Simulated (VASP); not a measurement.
# CaZn15S16 (a cell with a defect) in VASP: single point with PBE

Aim: the single point of CaZn15S16 (a cell with a defect) with PBE.

Everything below comes from runs of VASP 6.6.1. Logs are shortened: lines on timing, memory, paths and dates and some standing lists are left out, and cuts for length are marked.

## 1. The cell of the first run

The cell holds a defect, 32 atoms: a = 7.645 Å, b = 7.645 Å, c = 12.520 Å, α = 90.00°, β = 90.00°, γ = 120.00°.

## 2. Single point, PBE

Contents of INCAR:

```
ALGO     = Normal         # electronic algorithm
EDIFF    = 1E-6           # SCF threshold, eV
ENCUT    = 520            # plane-wave cutoff, eV
GGA      = PE             # functional
ISIF     = 2              # what is computed and relaxed
ISMEAR   = -1             # smearing method
LASPH    = T              # aspherical terms in the spheres
LCHARG   = F              # write CHGCAR
LREAL    = Auto         
LWAVE    = F              # write WAVECAR
NBANDS   = 165            # bands
NELM     = 80             # most SCF steps
PREC     = Accurate       # precision mode
SIGMA    = 0.01           # smearing width, eV
```

Contents of KPOINTS:

```
k-points
0
Gamma
  3 3 2
```

Contents of POSCAR:

```
CaZn15S16
1.0
    7.6453999999      0.0000000000      0.0000000000
   -3.8227000000      6.6211106220      0.0000000000
    0.0000000000      0.0000000000     12.5200000000
Zn Ca S
15 1 16
Direct
   -0.0011212962     -0.0022425923     -0.0060390815
   -0.0011212962      0.5011212962     -0.0060390815
    0.5000000000      0.0000000000      0.0003694016
    0.5022425923      0.5011212962     -0.0060390815
   -0.0045148519     -0.0090297039      0.5057302905
   -0.0045148519      0.5045148519      0.5057302905
    0.5000000000      0.0000000000      0.4982247246
    0.5090297039      0.5045148519      0.5057302905
    0.1642577710      0.8321288855      0.2474794354
    0.6678711145      0.3357422290      0.2474794354
    0.6678711145      0.8321288855      0.2474794354
    0.3340864358      0.1659135642      0.7492233264
    0.3340864358      0.6681728715      0.7492233264
    0.8318271285      0.1659135642      0.7492233264
    0.8333333333      0.6666666667      0.7511457042
    0.1666666667      0.3333333333      0.2633096069
   -0.0105501591     -0.0211003182      0.1779592580
   -0.0105501591      0.5105501591      0.1779592580
    0.5000000000      0.0000000000      0.1878124756
    0.5211003182      0.5105501591      0.1779592580
   -0.0015459570     -0.0030919139      0.6908741455
   -0.0015459570      0.5015459570      0.6908741455
    0.5000000000      0.0000000000      0.6846949910
    0.5030919139      0.5015459570      0.6908741455
    0.1666666667      0.3333333333      0.4694433237
    0.1657665864      0.8328832932      0.4358160717
    0.6671167068      0.3342334136      0.4358160717
    0.6671167068      0.8328832932      0.4358160717
    0.3341062068      0.1658937932      0.9360028120
    0.3341062068      0.6682124136      0.9360028120
    0.8317875864      0.1658937932      0.9360028120
    0.8333333333      0.6666666667      0.9338609980
```

Potentials or basis: VASP PAW PBE potentials, release 64 (Zn, Ca_sv, S).

Started as:

```bash
> cat potpaw_PBE.64/Zn/POTCAR potpaw_PBE.64/Ca_sv/POTCAR potpaw_PBE.64/S/POTCAR > POTCAR
> mpirun -np 1 vasp_std > vasp.out
```

OUTCAR:

```text
EDIFF = 1E-6
   ENCUT = 520
   GGA = PE
   ISIF = 2
   ISMEAR = -1
   LASPH = T
   LREAL = Auto
   NELM = 80
   PREC = Accurate

 ion  position               nearest neighbor table
   1  0.999  0.998  0.994-  17 2.31  32 2.32  31 2.34  29 2.34
   2  0.999  0.501  0.994-  18 2.31  32 2.32  30 2.34  31 2.34
   3  0.500  0.000  0.000-  31 2.34  30 2.34  29 2.34  19 2.35
   4  0.502  0.501  0.994-  20 2.31  32 2.32  30 2.34  29 2.34
   5  0.995  0.991  0.506-  25 2.31  21 2.32  26 2.34  28 2.34
   6  0.995  0.505  0.506-  25 2.31  22 2.32  27 2.34  26 2.34
[... 24 lines left out ...]
  31  0.832  0.166  0.936-   1 2.34   2 2.34  14 2.34   3 2.34
  32  0.833  0.667  0.934-  15 2.29   4 2.32   1 2.32   2 2.32

  LATTYP: Found a hexagonal cell.
 ALAT       =     7.6453999999
 C/A-ratio  =     1.6375859994

  Lattice vectors:

 A1 = (   7.6453999999,   0.0000000000,   0.0000000000)
 A2 = (  -3.8227000000,   6.6211106220,   0.0000000000)
 A3 = (   0.0000000000,   0.0000000000,  12.5200000000)

Analysis of symmetry for initial positions (statically):
=====================================================================
 Subroutine PRICEL returns:
 Original cell was already a primitive cell.

 Routine SETGRP: Setting up the symmetry group for a
 hexagonal supercell.

 Subroutine GETGRP returns: Found  6 space group operations
 (whereof  2 operations were pure point group operations)
 out of a pool of 24 trial point group operations.

The static configuration has the point symmetry C_1h.
 The point group associated with its full space group is C_3v.

Analysis of symmetry for dynamics (positions and initial velocities):
=====================================================================
 Subroutine PRICEL returns:
 Original cell was already a primitive cell.

 Routine SETGRP: Setting up the symmetry group for a
 hexagonal supercell.

 Subroutine GETGRP returns: Found  6 space group operations
 (whereof  2 operations were pure point group operations)
 out of a pool of 24 trial point group operations.

The dynamic configuration has the point symmetry C_1h.
 The point group associated with its full space group is C_3v.

 Subroutine INISYM returns: Found  6 space group operations
 (whereof  2 operations are pure point group operations),
 and found     1 'primitive' translations

----------------------------------------------------------------------------------------

                                     Primitive cell

  volume of cell :     633.7754

  direct lattice vectors                    reciprocal lattice vectors
     7.645400000  0.000000000  0.000000000     0.130797604  0.075516032  0.000000000
    -3.822700000  6.621110622  0.000000000     0.000000000  0.151032064  0.000000000
     0.000000000  0.000000000 12.520000000     0.000000000  0.000000000  0.079872204

  length of vectors
     7.645400000  7.645400000 12.520000000     0.151032064  0.151032064  0.079872204

  position of ions in fractional coordinates (direct lattice)
     0.998878704  0.997757408  0.993960919
     0.998878704  0.501121296  0.993960919
     0.500000000  0.000000000  0.000369402
     0.502242592  0.501121296  0.993960919
     0.995485148  0.990970296  0.505730290
     0.995485148  0.504514852  0.505730290
[... 24 lines left out ...]
     0.831787586  0.165893793  0.936002812
     0.833333333  0.666666667  0.933860998

  ion indices of the primitive-cell ions
   primitive index   ion index
                 1           1
                 2           2
                 3           3
                 4           4
                 5           5
                 6           6
[... 24 lines left out ...]
                31          31
                32          32

----------------------------------------------------------------------------------------

 KPOINTS: k-points

Automatic generation of k-mesh.
 Grid dimensions read from file:
 generate k-points for:    3    3    2

 Generating k-lattice:

  Cartesian coordinates                     Fractional coordinates (reciprocal lattice)
     0.043599201  0.025172011  0.000000000     0.333333333  0.000000000  0.000000000
     0.000000000  0.050344021  0.000000000     0.000000000  0.333333333  0.000000000
     0.000000000  0.000000000  0.039936102     0.000000000  0.000000000  0.500000000

  Length of vectors
     0.050344021  0.050344021  0.039936102

  Shift w.r.t. Gamma in fractional coordinates (k-lattice)
     0.000000000  0.000000000  0.000000000

 Subroutine IBZKPT returns following result:
 ===========================================

 Found      6 irreducible k-points:

 Following reciprocal coordinates:
            Coordinates               Weight
  0.000000  0.000000  0.000000      1.000000
  0.333333  0.000000  0.000000      6.000000
  0.333333  0.333333  0.000000      2.000000
  0.000000  0.000000  0.500000      1.000000
  0.333333  0.000000  0.500000      6.000000
  0.333333  0.333333  0.500000      2.000000
   k-points           NKPTS =      6   k-points in BZ     NKDIM =      6   number of bands    NBANDS=    165
   number of dos      NEDOS =    301   number of ions     NIONS =     32
   total plane-waves  NPLWV = 345600
   dimension x,y,z NGX =    60 NGY =   60 NGZ =   96
   dimension x,y,z NGXF=   120 NGYF=  120 NGZF=  192
   ions per type =              15   1  16
   NGX,Y,Z   is equivalent  to a cutoff of  13.05, 13.05, 12.75 a.u.
   NGXF,Y,Z  is equivalent  to a cutoff of  26.09, 26.09, 25.49 a.u.
 SYSTEM =  unknown system
   PREC   = accura    normal or accurate (medium, high low for compatibility)
   ISTART =      0    job   : 0-new  1-cont  2-samecut
   ICHARG =      2    charge: 1-file 2-atom 10-const
   ISPIN  =      1    spin polarized calculation?
   LNONCOLLINEAR =      F non collinear calculations
   LSORBIT =      F    spin-orbit coupling
   LASPH  =      T    aspherical Exc in radial PAW
   ENCUT  =  520.0 eV  38.22 Ry    6.18 a.u.  14.22 14.22 23.28*2*pi/ulx,y,z
   NELM   =     80;   NELMIN=  2; NELMDL= -5     # of ELM steps
   EDIFF  = 0.1E-05   stopping-criterion for ELM
   LREAL  =      T    real-space projection
   EDIFFG = 0.1E-04   stopping-criterion for IOM
   NSW    =      0    number of steps for IOM
   IBRION =     -1    ionic relax: 0-MD 1-quasi-New 2-CG
   NFREE  =      0    steps in history (QN), initial steepest desc. (CG)
   ISIF   =      2    stress and relaxation
   ISYM   =      2    0-nonsym 1-usesym 2-fastsym
   POTIM  = 0.5000    time-step for ionic-motion
   TEBEG  =    0.0;   TEEND  =   0.0 temperature during run
   PSTRESS=    0.0 pullay stress
   NELECT =     286.0000    total number of electrons
   NUPDOWN=      -1.0000    fix difference up-down
   EMIN   =  10.00;   EMAX   =-10.00  energy-range for DOS
   EFERMI =   0.00;   METHOD = LEGACY
   ISMEAR =    -1;   SIGMA  =   0.01  broadening in eV -4-tet -1-fermi 0-gaus
   EFERMI_NEDOS =   21; number of points for ismear=-14 and -15
   IALGO  =     38    algorithm
   IMIX   =      4    mixing-type and parameters
     AMIX     =   0.40;   BMIX     =  1.00
     AMIX_MAG =   1.60;   BMIX_MAG =  1.00
  volume/ion in A,a.u.               =      19.81       133.65
  Fermi-wavevector in a.u.,A,eV,Ry     =   1.255698  2.372924 21.453344  1.576776
  Thomas-Fermi vector in A             =   2.389442
   LORBIT       =      0    0 simple, 1 ext, 2 COOP (PROOUT), +10 PAW based schemes
   GGA     = PE    functional components
   LHFCALC =     F    Hartree Fock is set to
   AEXX    =    0.0000 exact exchange contribution
   IVDW    =     0    specifies the selected vdW correction
   LEPSILON=     F    determine dielectric tensor
   LRPA    =     F    only Hartree local field effects (RPA)
 non-spin polarized calculation
  energy-cutoff  :      520.00
  volume of cell :      633.78
 maximum number of plane-waves:     17117
 NGX is ok and might be reduce to    60
   NGX = 29   NGY = 29   NGZ = 47

 number of electron     286.0000067 magnetization

 Free energy of the ion-electron system (eV)
  ---------------------------------------------------
  ext. energy  EPLUGINS =         0.00000000
  ---------------------------------------------------
  free energy    TOTEN  =      -111.55015134 eV

  energy without entropy =     -111.55015134  energy(sigma->0) =     -111.55015134

 E-fermi :   2.4893     XC(G=0):  -9.6121

 val. band max:        2.1897325034   @ k =   0.0000   0.0000   0.0000
 cond. band min:       4.3897921001   @ k =   0.0000   0.0000   0.0000
 fundamental gap:      2.2000595967
 Fermi energy:         2.4893221939

 k-point     1 :       0.0000    0.0000    0.0000
  band No.  band energies     occupation
      1     -36.7946      2.00000
      2     -17.9469      2.00000
      3     -17.9469      2.00000
      4     -17.9169      2.00000
      5     -10.9196      2.00000
      6     -10.5128      2.00000
[... 147 lines left out ...]
    154       5.8386      0.00000
    155       5.9686      0.00000

 k-point     2 :       0.3333    0.0000    0.0000
  band No.  band energies     occupation
      1     -36.7946      2.00000
      2     -17.9473      2.00000
      3     -17.9470      2.00000
      4     -17.9168      2.00000
      5     -10.7404      2.00000
      6     -10.3731      2.00000
[... 147 lines left out ...]
    154       6.7649      0.00000
    155       6.8493      0.00000

 k-point     3 :       0.3333    0.3333    0.0000
  band No.  band energies     occupation
      1     -36.7946      2.00000
      2     -17.9473      2.00000
      3     -17.9471      2.00000
      4     -17.9168      2.00000
      5     -10.4573      2.00000
      6     -10.4553      2.00000
[... 147 lines left out ...]
    154       6.9654      0.00000
    155       6.9823      0.00000

 k-point     4 :       0.0000    0.0000    0.5000
  band No.  band energies     occupation
      1     -36.7946      2.00000
      2     -17.9469      2.00000
      3     -17.9469      2.00000
      4     -17.9169      2.00000
      5     -10.8538      2.00000
      6     -10.7252      2.00000
[... 147 lines left out ...]
    154       6.1784      0.00000
    155       6.1784      0.00000

 k-point     5 :       0.3333    0.0000    0.5000
  band No.  band energies     occupation
      1     -36.7946      2.00000
      2     -17.9472      2.00000
      3     -17.9470      2.00000
      4     -17.9168      2.00000
      5     -10.6797      2.00000
      6     -10.5632      2.00000
[... 147 lines left out ...]
    154       6.6247      0.00000
    155       6.7568      0.00000

 k-point     6 :       0.3333    0.3333    0.5000
  band No.  band energies     occupation
      1     -36.7946      2.00000
      2     -17.9473      2.00000
      3     -17.9471      2.00000
      4     -17.9168      2.00000
      5     -10.4041      2.00000
      6     -10.3899      2.00000
[... 147 lines left out ...]
    154       7.2491      0.00000
    155       7.2834      0.00000
 [bands above 155 left out]

------------------------ aborting loop because EDIFF is reached ----------------------------------------

  FORCE on cell =-STRESS in cart. coord.  units (eV):
  Direction    XX          YY          ZZ          XY          YZ          ZX
  --------------------------------------------------------------------------------------
  -------------------------------------------------------------------------------------
  Total       13.8190472     13.8190472     15.8139771     -0.0000000     -0.0000000      0.0000000
  in kB       34.9344007     34.9344007     39.9775616     -0.0000000     -0.0000000      0.0000000
  external PRESSURE =      36.6154543 kB  Pullay stress =       0.0000000 kB

 VOLUME and BASIS-vectors are now :
 -----------------------------------------------------------------------------
  energy-cutoff  :      520.00
  volume of cell :      633.78
      direct lattice vectors                 reciprocal lattice vectors
     7.645400000  0.000000000  0.000000000     0.130797604  0.075516032  0.000000000
    -3.822700000  6.621110622  0.000000000     0.000000000  0.151032064  0.000000000
     0.000000000  0.000000000 12.520000000     0.000000000  0.000000000  0.079872204

 POSITION                                       TOTAL-FORCE (eV/Angst)
 -----------------------------------------------------------------------------------
      3.82270      6.60626     12.44439        -0.000000      0.004649     -0.007064
      5.72119      3.31798     12.44439         0.004026     -0.002324     -0.007064
      3.82270      0.00000      0.00462         0.000000     -0.000000      0.011798
      1.92421      3.31798     12.44439        -0.004026     -0.002324     -0.007064
      3.82270      6.56132      6.33174         0.000000     -0.002824     -0.006210
      5.68227      3.34045      6.33174        -0.002446      0.001412     -0.006210
[... 24 lines left out ...]
      5.72519      1.09840     11.71876         0.001591      0.000918      0.002524
      3.82270      4.41407     11.69194         0.000000     -0.000000      0.004032
 -----------------------------------------------------------------------------------
    total drift:                                0.000006     -0.000006     -0.011103

  FREE ENERGIE OF THE ION-ELECTRON SYSTEM (eV)
  ---------------------------------------------------
  free  energy   TOTEN  =      -111.5501513398 eV

  energy  without entropy=     -111.5501513398  energy(sigma->0) =     -111.55015134
```

Run time: 28 min. Hardware: 1 thread of Intel Xeon Platinum 8259CL at 2.50GHz (Skylake/Cascade Lake), shared host; peak memory 0.93 GiB.

Results:

```yaml
Free_energy: -111.5502 eV
Pressure: 3.7 GPa
Largest_force: 0.026 eV/Å
Band_gap_on_the_k_mesh: 2.20 eV
```

Forces in eV/Å, atoms in the order of the input:
```
Zn   0.000  0.005 -0.007
Zn   0.004 -0.002 -0.007
Zn   0.000  0.000  0.012
Zn  -0.004 -0.002 -0.007
Zn   0.000 -0.003 -0.006
Zn  -0.002  0.001 -0.006
Zn   0.000  0.000  0.001
Zn   0.002  0.001 -0.006
Zn  -0.008 -0.004 -0.012
Zn   0.000  0.009 -0.012
Zn   0.008 -0.004 -0.012
Zn   0.001  0.000 -0.007
Zn   0.000  0.001 -0.007
Zn  -0.001  0.000 -0.007
Zn   0.000  0.000  0.009
Ca   0.000  0.000 -0.004
S    0.000 -0.003  0.006
S   -0.002  0.001  0.006
S    0.000  0.000  0.005
S    0.002  0.001  0.006
S    0.000  0.000  0.005
S    0.000  0.000  0.005
S    0.000  0.000 -0.002
S    0.000  0.000  0.005
S    0.000  0.000  0.026
S   -0.002 -0.001  0.003
S    0.000  0.002  0.003
S    0.002 -0.001  0.003
S   -0.002  0.001  0.003
S    0.000 -0.002  0.003
S    0.002  0.001  0.003
S    0.000  0.000  0.004
```

Stress tensor (GPa, compression positive):
```
3.49 0.00 0.00
0.00 3.49 0.00
0.00 0.00 4.00
```
